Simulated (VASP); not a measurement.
BaS4:

```
Ba S
1.0
     5.37913    0.00000    0.00000
     0.00000    5.37913    0.00000
     0.00000    0.00000    5.44784
Ba S
1 4
Cartesian
  0.0000 0.0000 0.0000
  2.6896 0.0000 1.7332
  0.0000 2.6896 3.7146
  2.6896 0.0000 3.7146
  0.0000 2.6896 1.7332
```

| Quantity | Value |
| --- | --- |
| Program | VASP 6.6.1 |
| Task | relaxation of cell and atoms |
| Functional | PBE |
| Potentials or basis | VASP PAW PBE potentials, release 64 (Ba_sv, S) |
| Cutoff | 600 eV |
| k mesh | 8 × 8 × 8 |
| Occupations | gaussian, width 0.1 eV |
| Spin | no spin polarisation |

At the start: pressure 0.3 GPa; volume 31.53 Å³/atom.

Q: How do energy, volume and symmetry change on relaxing?

A: Over 16 steps the energy falls by 2.5 meV/atom and the volume is 32.55 Å³/atom (+3.2 %); space group P4/mmm (No. 123, to 0.05 Å).

The path:
```tsv
step	energy change (eV)	largest force (eV/Å)	pressure (GPa)	volume (Å³)
1	0.0000	0.1686	0.28	157.63
2	0.0000	0.3761	0.72	158.91
3	-0.0035	0.0983	0.49	158.27
4	-0.0078	0.0430	0.02	160.92
5	-0.0079	0.0349	-0.04	161.32
6	-0.0086	0.0473	-0.03	161.44
7	-0.0101	0.0864	0.02	161.80
8	-0.0111	0.1691	0.12	162.49
9	-0.0113	0.1597	0.11	162.53
10	-0.0117	0.1319	0.07	162.66
11	-0.0123	0.0774	-0.01	162.92
12	-0.0123	0.0269	-0.15	163.44
13	-0.0125	0.0244	-0.08	163.19
14	-0.0125	0.0222	-0.08	163.14
15	-0.0126	0.0166	-0.08	163.01
16	-0.0127	0.0048	-0.05	162.74
```

Final structure:
```
Ba S
1.0
     5.52138    0.00000    0.00000
     0.00000    5.52138    0.00000
     0.00000    0.00000    5.33828
Ba S
1 4
Direct
  0.00000 0.00000 0.00000
  0.50000 0.00000 0.31466
  0.00000 0.50000 0.68534
  0.50000 0.00000 0.68534
  0.00000 0.50000 0.31466
```
